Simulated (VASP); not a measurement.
Write the native input for VASP 6.6.1 that does the following.

```
Task                   : relaxation of cell and atoms
Functional             : PBE
Potentials or basis    : VASP PAW PBE potentials, release 64 (Pb_d, O)
Cutoff                 : 600 eV
k mesh                 : 6 × 6 × 4
Occupations            : gaussian, width 0.2 eV
Spin                   : no spin polarisation
Dipole correction      : no
Further INCAR settings : ALGO = Normal; EDIFF = 1e-06; IBRION = 2; EDIFFG = -0.025; NSW = 80; ISIF = 3
```

The structure of PbO2 lies in POSCAR:

```
PbO2
1.0
   -1.7076690059      2.9972714706      0.0350800298
   -0.0328383595     -1.9647588058      4.5167454782
    5.0298661534      2.9434965674     -0.0397170976
Pb O
2 4
Direct
   -0.0148419778     -0.0095705306      0.0007094443
    0.4812861498     -0.0045923077      0.4974414429
    0.3810130771      0.7672106986      0.1189429118
    0.8809190367      0.7703833534      0.6329282049
    0.1329688983      0.2529336255      0.3832629132
    0.6386548160      0.2236351607      0.8667150829
```

The input as run:

INCAR

```
SYSTEM = PbO2
ALGO = Normal ; EDIFF = 1E-6
EDIFFG = -0.025 ; ENCUT = 600
GGA = PE ; IBRION = 2
ISIF = 3 ; ISMEAR = 0
LASPH = .True. ; LCHARG = .False.
LREAL = .False. ; LWAVE = .False.
NELM = 100 ; NSW = 80
PREC = Accurate ; SIGMA = 0.2
```

KPOINTS

```
k-points
0
Gamma
  6 6 4
  0 0 0
```

Potentials or basis: VASP PAW PBE potentials, release 64 (Pb_d, O).

Run with:

```sh
$ cat potpaw_PBE.64/Pb_d/POTCAR potpaw_PBE.64/O/POTCAR > POTCAR
$ mpirun -np 1 vasp_std > vasp.out
```

It gave:

* Relaxed volume: 14.95 Å³/atom
* Relaxed cell: a = 3.458 Å, b = 4.757 Å, c = 5.997 Å, α = 101.94°, β = 90.03°, γ = 111.14°
* Space group after relaxing (to 0.05 Å): R-3m (No. 166)
* Energy gained by relaxing: 39.4 meV/atom
* Ionic steps: 23
* Pressure after relaxing: 0.0 GPa
* Largest force after relaxing: 0.022 eV/Å
* Band gap on the k mesh: zero (band 26 reaches 3.67 eV, above the bottom of band 27 at 3.63 eV)

Caveat: spin-orbit coupling is left out, which moves the levels of the heavy elements.

Wall time 59 min on 1 thread of AMD EPYC 7R43 64-Core Processor (Zen 3), on a shared host, peak memory 0.35 GiB.
